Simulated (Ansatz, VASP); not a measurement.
**One calculation of Ti, two programs**

INCAR

```
SYSTEM = Ti
  PREC = Accurate
  ENCUT = 520
  EDIFF = 1E-7
  ISMEAR = 0
  SIGMA = 0.15
  LREAL = .False.
  LASPH = .True.
  NELM = 100
  ALGO = Normal
  ISIF = 2
  LWAVE = .False.
  LCHARG = .True.
  GGA = PS
  LELF = .True.
  LVHAR = .True.
  NBANDS = 12
```

KPOINTS

```
Automatic mesh
0
Gamma
  20 20 20
  0 0 0
```

The input POSCAR:

```
Ti
1.0
    0.0000000000      2.0300000000      2.0706000000
    2.0300000000      0.0000000000      2.0706000000
    2.0300000000      2.0300000000      0.0000000000
Ti
1
Direct
    0.0000000000      0.0000000000      0.0000000000
```

Input for Ansatz:

```yaml
crystal:
  lattice:
    - [0.0, 2.03, 2.0706]
    - [2.03, 0.0, 2.0706]
    - [2.03, 2.03, 0.0]
  atoms:
    - { symbol: Ti, position: [0.0, 0.0, 0.0] }
basis:
  ecutwfc: 420
kpoints:
  mp_grid: { grid: [20, 20, 20] }
hamiltonian:
  xc: pbesol
scf:
  occupations: { method: gaussian, width: 0.15 }
output:
  forces: true
  stress: true
  eigenvalues: true
```

Change from the starting cell: strain +0.0200 x Voigt [0, 0, 1, 0, 0, 0], atoms carried along.

Alike in both runs: task single point; functional PBEsol; k mesh 20 × 20 × 20; occupations gaussian, width 0.15 eV; no spin polarisation.

|  | VASP | Ansatz |
| --- | --- | --- |
| version | VASP 6.6.1 | Ansatz 0.2.0 |
| potentials or method | VASP PAW PBE potentials, release 64 (Ti_sv), cutoff 520 eV | scalar-relativistic, plane waves, PAW |
| valence electrons in the cell | 12 | 12 |

```tsv
	VASP	Ansatz	Ansatz less VASP
gap on the k mesh at the Fermi level (eV)	none	none	-
pressure (GPa)	-2.7	-2.5	+0.25
traceless stress, the component that is largest in VASP (GPa)	-0.47	-0.47	+0.004
```

VASP's potentials were made for PBE, not for PBEsol. A gap of «none» marks a metal or a gap that the smearing closes. With one functional, cell and mesh, what is left measures potentials, basis and numerics.
